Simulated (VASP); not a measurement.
Set up this calculation in VASP 6.6.1, as the native input.

```
Task                   : single point
Functional             : r2SCAN
Potentials or basis    : VASP PAW PBE potentials, release 64 (Re, Ag, Sr_sv)
Cutoff                 : 520 eV
k mesh                 : 8 × 8 × 8
Occupations            : gaussian, width 0.1066 eV
Spin                   : no spin polarisation
Dipole correction      : no
Further INCAR settings : ALGO = Normal; EDIFF = 1e-07; NBANDS = 31
```

The system is SrRe2Ag2.

```
Re Ag Sr
1.0
     0.00000    4.40328    0.00000
     4.40328    0.00000    0.00000
     2.20164    2.20164   -5.36804
Re Ag Sr
2 2 1
Cartesian
  2.2016 2.2016 -1.2239
  4.4033 4.4033 -4.1441
  2.2016 4.4033 -2.6840
  4.4033 2.2016 -2.6840
  0.0000 0.0000 0.0000
```

These files were run (other wordings do the same):

POSCAR

```
SrRe2Ag2
1.0
    0.0000000000      4.4032764900      0.0000000000
    4.4032764900      0.0000000000      0.0000000000
    2.2016382500      2.2016382500     -5.3680400800
Re Ag Sr
2 2 1
Direct
    0.3860000000      0.3860000000      0.2280000000
    0.6140000000      0.6140000000      0.7720000000
    0.7500000000      0.2500000000      0.5000000000
    0.2500000000      0.7500000000      0.5000000000
    0.0000000000      0.0000000000      0.0000000000
```

INCAR.step1

```
PREC     = Accurate       # precision mode
ENCUT    = 520            # plane-wave cutoff, eV
ISMEAR   = -5             # smearing method
SIGMA    = 0.1066         # smearing width, eV
LREAL    = F              # projectors in reciprocal space
LASPH    = T              # aspherical terms in the spheres
NELM     = 100            # most SCF steps
LMAXMIX  = 4              # l up to which the mixer works
NBANDS   = 31             # bands
GGA      = PE             # functional
ALGO     = Normal         # electronic algorithm
EDIFF    = 1E-4           # SCF threshold, eV
LWAVE    = T              # write WAVECAR
LCHARG   = F              # write CHGCAR
```

INCAR.step2

```
PREC     = Accurate       # precision mode
ENCUT    = 520            # plane-wave cutoff, eV
EDIFF    = 1E-7           # SCF threshold, eV
ISMEAR   = 0              # smearing method
SIGMA    = 0.1066         # smearing width, eV
LREAL    = F              # projectors in reciprocal space
LASPH    = T              # aspherical terms in the spheres
NELM     = 100            # most SCF steps
ALGO     = Normal         # electronic algorithm
ISIF     = 2              # what is computed and relaxed
LWAVE    = F              # write WAVECAR
LCHARG   = F              # write CHGCAR
LMAXMIX  = 4              # l up to which the mixer works
METAGGA  = R2SCAN         # meta-GGA
LMIXTAU  = T            
LORBIT   = 11             # projections on sites
NBANDS   = 31             # bands
ISTART   = 1
```

KPOINTS

```
regular mesh
0
Gamma
  8 8 8
```

Potentials or basis: VASP PAW PBE potentials, release 64 (Re, Ag, Sr_sv).

Run with:

```sh
$ cat potpaw_PBE.64/Re/POTCAR potpaw_PBE.64/Ag/POTCAR potpaw_PBE.64/Sr_sv/POTCAR > POTCAR
$ cp INCAR.step1 INCAR
$ mpirun -np 1 vasp_std > vasp.out
$ cp INCAR.step2 INCAR
$ mpirun -np 1 vasp_std > vasp.out
```

It gave:

```json
{
  "Pressure": "1.1 GPa",
  "Largest force": "4.282 eV/Å",
  "Band gap on the k mesh": "zero (band 23 reaches 5.90 eV, above the bottom of band 24 at 4.79 eV)",
  "Valence electrons inside the program's atomic spheres": "Re 5.81; Ag 10.09; Sr 8.14"
}
```

Caveat: the PAW data sets were made with another functional, which shifts forces and pressure a little; spin-orbit coupling is left out, which moves the levels of the heavy elements.

It used 1800 s of CPU time on 1 thread of AMD EPYC 7R13 Processor (Zen 3) (shared host).
